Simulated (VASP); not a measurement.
Wanted: the native input for a VASP 6.6.1 run.

| Item | Value |
| --- | --- |
| Task | single point |
| Functional | PBE |
| Potentials or basis | VASP PAW PBE potentials, release 64 (Al, As) |
| Cutoff | 520 eV |
| k mesh | 2 × 2 × 1 |
| Occupations | fermi-dirac, width 0.05 eV |
| Spin | no spin polarisation |
| Dipole correction | no |
| Further INCAR settings | LREAL = Auto; ALGO = Normal; EDIFF = 1e-06; NBANDS = 46 |

The structure of AlAs lies in POSCAR:

```
AlAs
1.0
    8.0267960000      0.0000000000      0.0000000000
    4.0133980000      6.9514090000      0.0000000000
    0.0000000000      0.0000000000     16.7346200000
Al As
8 8
Direct
    0.0000000000      0.0000000000      0.0597563614
    0.0000004483      0.4999993526      0.0597563614
    0.5000002492      0.0000000000      0.0597563614
    0.5000006974      0.4999993526      0.0597563614
    0.7573994687      0.6700080516      0.2668838611
    0.7748927253      0.1948957398      0.2525124562
    0.3075256385      0.6801354948      0.2662743462
    0.2711459710      0.1092008829      0.2704931453
    0.0980981538     -0.0215064313      0.1976561165
    0.1221836838      0.4917420339      0.2108144673
    0.5860055371      0.0217653716      0.2240445257
    0.5815132244      0.5246706099      0.1924334105
    0.8254558707      0.6525727374      0.4320743465
    0.7444746182      0.3018524734      0.4008098182
    0.0965232394      0.4483551464      0.3701488292
    0.1334136800      0.1697353731      0.4099585171
```

These files were run (other wordings do the same):

INCAR

```
ALGO     = Normal         # electronic algorithm
EDIFF    = 1E-6           # SCF threshold, eV
ENCUT    = 520            # plane-wave cutoff, eV
GGA      = PE             # functional
ISIF     = 2              # what is computed and relaxed
ISMEAR   = -1             # smearing method
LASPH    = T              # aspherical terms in the spheres
LCHARG   = F              # write CHGCAR
LREAL    = Auto         
LWAVE    = F              # write WAVECAR
NBANDS   = 46             # bands
NELM     = 60             # most SCF steps
PREC     = Accurate       # precision mode
SIGMA    = 0.05           # smearing width, eV
```

KPOINTS

```
k-points
0
Gamma
  2 2 1
```

Potentials or basis: VASP PAW PBE potentials, release 64 (Al, As).

Run with:

```sh
$ cat potpaw_PBE.64/Al/POTCAR potpaw_PBE.64/As/POTCAR > POTCAR
$ mpirun -np 1 vasp_std > vasp.out
```

It gave:

The largest force is 4.103 eV/Å. The band gap on the k mesh is zero (bands 32 and 33 overlap by 0.16 eV).

Caveat: the k points lie up to 0.45 Å⁻¹ apart; there is no dipole correction, which matters where the two faces differ.

Wall time 5.8 min on 1 thread of Intel(R) Xeon(R) Platinum 8488C (Sapphire Rapids), with other jobs on the host, peak memory 0.84 GiB.
